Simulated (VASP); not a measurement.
Runs of VASP 6.6.1 on Ti. The structure is that of space group Im-3m (No. 229), or close to it. The cells are those of the table. 

| cell | gap on the mesh (eV) | pressure (GPa) |
| --- | --- | --- |
| a = 2.828 Å, angles 109.1, 109.1, 110.3°, 1 atom | none | (a) |
| a = 2.786 Å, angles 110.3, 110.3, 107.8°, 1 atom | none | (b) |
| a = 2.800 Å, angles 110.7, 110.7, 107.0°, 1 atom | none | -2.4 |
| a = 2.886 Å, angles 108.3, 108.3, 111.9°, 1 atom | none | -10.4 |
| a = 2.843 Å, angles 110.7, 110.7, 107.0°, 1 atom | none | -6.7 |

Alike in all rows: task single point; level PBEsol; potentials or basis VASP PAW PBE potentials, release 64 (Ti_sv); no spin polarisation; k mesh 20 × 20 × 20; cutoff (eV) 520; smearing gaussian 0.15 eV.

Task: Estimate the missing entries.

Result: (a) -5.5; (b) -0.9.

Caveats: the PAW data sets were made with another functional, which shifts forces and pressure a little; the cell stands under tension (at least some runs).

A gap of «none» marks levels without a gap at the run's occupations.
